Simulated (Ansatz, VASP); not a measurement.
## Mg: VASP beside Ansatz

File INCAR:

```
SYSTEM = Mg
PREC = Accurate
ENCUT = 520
EDIFF = 1E-7
ISMEAR = 0
SIGMA = 0.1
LREAL = .False.
LASPH = .True.
NELM = 80
ALGO = Normal
ISIF = 2
LWAVE = .False.
LCHARG = .False.
GGA = PS
NBANDS = 7
```

File KPOINTS:

```
Automatic mesh
0
Gamma
  10 10 9
  0 0 0
```

Contents of POSCAR:

```
Mg
1.0
    3.0503000000      0.0000000000      0.0000000000
   -1.5251500000      2.6416370000      0.0000000000
    0.0000000000      0.0000000000      3.0448380000
Mg
1
Direct
    0.0000000000      0.0000000000      0.0000000000
```

Input for Ansatz:

```yaml
crystal:
  lattice:
    - [3.0503, 0.0, 0.0]
    - [-1.52515, 2.641637, 0.0]
    - [0.0, 0.0, 3.044838]
  atoms:
    - { symbol: Mg, position: [0.0, 0.0, 0.0] }
kpoints:
  mp_grid:
    grid: [10, 10, 9]
    shift: [0.0, 0.0, 0.0]
hamiltonian:
  xc: pbesol
  pseudopotentials:
    kind: paw
scf:
  occupations:
    method: gaussian
    width: 0.1
output:
  forces: true
  stress: true
  eigenvalues: true
```

Alike in both runs: task single point; functional PBEsol; k mesh 10 × 10 × 9; occupations gaussian, width 0.1 eV; no spin polarisation.

|  | VASP | Ansatz |
| --- | --- | --- |
| version | VASP 6.6.1 | Ansatz 0.2.0 |
| potentials or method | VASP PAW PBE potentials, release 64 (Mg) | plane waves, PAW |
| plane-wave cutoff (eV) | 520 | 420 |
| valence electrons in the cell | 2 | 10 |

```tsv
	VASP	Ansatz	Ansatz less VASP
gap on the k mesh at the Fermi level (eV)	none	none	-
pressure (GPa)	0.5	0.5	+0.02
traceless stress, the component that is largest in VASP (GPa)	-0.81	-0.81	+0.003
```

VASP's potentials were made for PBE, not for PBEsol. A gap of «none» marks a metal or a gap that the smearing closes. VASP's potentials hold 2 valence electrons a cell and Ansatz's 10, so a difference there can come from the potentials and not from the codes.
